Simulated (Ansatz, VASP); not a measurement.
**One calculation of Co, two programs**

The input INCAR:

```
SYSTEM = Co
ALGO = Normal
EDIFF = 1E-6
ENCUT = 520
ISIF = 2
ISMEAR = -1
ISPIN = 2
LASPH = .TRUE.
LCHARG = .FALSE.
LMAXMIX = 4
LORBIT = 11
LREAL = .FALSE.
LWAVE = .FALSE.
MAGMOM = -1.558 -1.558
NBANDS = 20
NELM = 150
PREC = Accurate
SIGMA = 0.05
```

KPOINTS

```
k-points
0
G
  24 24 13
  0 0 0
```

POSCAR

```
Co
1.0
    2.3945748578      0.0000000000      0.0000000000
   -1.1972874289      2.0737626581      0.0000000000
    0.0000000000      0.0000000000      3.8700278688
Co
2
Direct
    0.3333333333      0.6666666667      0.2500000000
    0.6666666667      0.3333333333      0.7500000000
```

Input for Ansatz:

```yaml
crystal:
  lattice:
    - [2.3945748578, 0.0, 0.0]
    - [-1.1972874289, 2.0737626581, 0.0]
    - [0.0, 0.0, 3.8700278688]
  atoms:
    - { symbol: Co, position: [0.3333333333, 0.6666666667, 0.25], spin: -1.558 }
    - { symbol: Co, position: [0.6666666667, 0.3333333333, 0.75], spin: -1.558 }
hamiltonian:
  xc: lda
  pseudopotentials:
    kind: paw
    azcp:
      Co: "pseudopotentials/Co.paw.azcp"
basis:
  ecutwfc: 420
  fft_grid_basis: typed
kpoints:
  mp_grid: { grid: [24, 24, 13], shift: [0, 0, 0] }
magnetization:
  spin_polarized: true
scf:
  occupations: { method: fermi_dirac, width: 0.05 }
output:
  stress: true
```

Alike in both runs: task single point; functional LDA; k mesh 24 × 24 × 13; occupations fermi-dirac, width 0.05 eV; collinear spin.

|  | VASP | Ansatz |
| --- | --- | --- |
| version | VASP 6.6.1 | Ansatz 0.2.0 |
| potentials or method | VASP PAW LDA potentials, release 64 (Co), cutoff 520 eV | plane waves (420 eV) with PAW, scalar-relativistic |
| valence electrons in the cell | 18 | 34 |

```tsv
	VASP	Ansatz	Ansatz less VASP
pressure (GPa)	10.9	12.3	+1.40
traceless stress, the component that is largest in VASP (GPa)	-0.85	-0.61	+0.239
net moment per atom (μB)	1.43	1.48	+0.043
size of the moment on the site where the two differ most (μB)	1.43	1.52	+0.093
```

Ansatz warns that its potentials were made for another functional, while VASP's fit it. LDA's correlation is that of Perdew and Zunger in VASP and of Perdew and Wang (1992) in Ansatz. Site moments also hang on the region over which each program counts them. VASP's potentials hold 18 valence electrons a cell and Ansatz's 34, so a difference there can come from the potentials and not from the codes.
